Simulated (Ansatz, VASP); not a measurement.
Two plane-wave programs on BN

```
B N
1.0
     2.55394    0.00000    0.00000
    -1.27697    2.21178    0.00000
     0.00000    0.00000    4.22685
B N
2 2
Direct
  0.19267 0.13533 0.82672
  0.85933 0.46867 0.32672
  0.19267 0.13533 0.45228
  0.85933 0.46867 0.95228
```

Alike in both runs: task single point; functional PBE; k mesh 6 × 6 × 4; occupations gaussian, width 0.1 eV; no spin polarisation.

|  | VASP | Ansatz |
| --- | --- | --- |
| version | VASP 6.6.1 | Ansatz 0.2.0 |
| potentials or method | VASP PAW PBE potentials, release 64 (B, N), cutoff 600 eV | scalar-relativistic, plane waves, PAW |
| valence electrons in the cell | 16 | 16 |

VASP gave:

| Quantity | Value |
| --- | --- |
| gap on the k mesh at the Fermi level (eV) | 5.20 |
| least direct gap on the mesh (eV) | 8.25 |
| pressure (GPa) | -0.1 |
| traceless stress, the component that is largest in VASP (GPa) | -0.58 |
| rms of the force components (eV/Å) | 0.011 |

Problem. What did Ansatz give for the same quantities?

Solution. gap on the k mesh at the Fermi level (eV): 5.21; least direct gap on the mesh (eV): 8.26; pressure (GPa): 0.0; traceless stress, the component that is largest in VASP (GPa): -0.57; rms of the force components (eV/Å): 0.012.

Atom by atom the forces differ by 0.001 eV/Å (rms over components). The functional is the same, so the differences come from potentials, cutoffs and numerics.

The k mesh is coarse, so the values compare programs but aren't converged.
